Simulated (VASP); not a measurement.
Here is a VASP 6.6.1 calculation.

The input INCAR:

```
SYSTEM = AlCu
PREC     = Accurate       ! precision mode
ENCUT    = 520            ! plane-wave cutoff, eV
EDIFF    = 1E-7           ! SCF threshold, eV
ISMEAR   = 0              ! smearing method
SIGMA    = 0.15           ! smearing width, eV
LREAL    = .FALSE.        ! projectors in reciprocal space
LASPH    = .TRUE.         ! aspherical terms in the spheres
NELM     = 60             ! most SCF steps
ALGO     = Fast           ! electronic algorithm
ISIF     = 2              ! what is computed and relaxed
LWAVE    = .FALSE.        ! write WAVECAR
LCHARG   = .FALSE.        ! write CHGCAR
GGA      = PS             ! functional
NBANDS   = 14             ! bands
```

File KPOINTS:

```
regular mesh
0
G
  20 20 20
  0 0 0
```

File POSCAR:

```
AlCu
1.0
    2.9560037107      0.0000000000      0.0000000000
    0.0000000000      2.9560037107      0.0000000000
    0.0000000000      0.0000000000      2.9560037107
Al Cu
1 1
Direct
   -0.0507441853      0.0000000000      0.0000000000
    0.5000000000      0.5000000000      0.5000000000
```

Potentials or basis: VASP PAW PBE potentials, release 64 (Al, Cu).

Run with:

```bash
$ cat potpaw_PBE.64/Al/POTCAR potpaw_PBE.64/Cu/POTCAR > POTCAR
$ mpirun -np 1 vasp_std > vasp.out
```

Problem. What does it give for the band gap on the k mesh?

Solution. Zero (bands 7 and 8 overlap by 4.81 eV).

Problem. Predict the largest force.

Solution. 0.672 eV/Å.

Problem. Predict the pressure.

Solution. 0.1 GPa.

Forces in eV/Å, atoms in the order of the input:
```
Al   0.672  0.000  0.000
Cu  -0.672  0.000  0.000
```

Caveat: the cell differs from its parent crystal (atom 1 (Al) moved by (-0.150, +0.000) A along x and z); the PAW data sets were made with another functional, which shifts forces and pressure a little.
